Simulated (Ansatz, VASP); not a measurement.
**Bi2Te3: VASP beside Ansatz**

```xyz
5
Lattice="2.1634 1.2490 9.7436 -2.1634 1.2490 9.7436 0.0000 -2.4981 9.7436" Properties=species:S:1:pos:R:3 pbc="T T T"
Bi    0.0000    0.0000   23.7355
Bi    0.0000    0.0000   11.7508
Te    0.0000    0.0000   17.8601
Te    0.0000    0.0000    5.8462
Te    0.0000    0.0000    0.0000
```

Change from the starting cell: volume scaled by 0.94, crystal datasets.

Alike in both runs: task electric field gradients; functional PBE; k mesh 8 × 8 × 8; occupations fermi-dirac, width 0.08 eV; no spin polarisation.

|  | VASP | Ansatz |
| --- | --- | --- |
| version | VASP 6.6.1 | Ansatz 0.2.0 |
| potentials or method | VASP PAW PBE potentials, release 64 (Bi_d, Te), cutoff 520 eV | all-electron PAW with datasets made for the crystal, scalar-relativistic |

|  | VASP | Ansatz | Ansatz less VASP |
| --- | --- | --- | --- |
| pressure (GPa) | 5.4 | 5.4 | +0.04 |
| traceless stress, the component that is largest in VASP (GPa) | -0.57 | -0.56 | +0.011 |
| rms of the force components (eV/Å) | 0.641 | 0.636 | -0.0046 |
| size of Vzz on the site where it differs most (V/Å²) | 43.9 | 50.2 | +6.33 |

Atom by atom the forces differ by 0.005 eV/Å (rms over components). Ansatz ran all-electron here, and VASP with PAW potentials.

Neither program's run includes spin-orbit coupling.
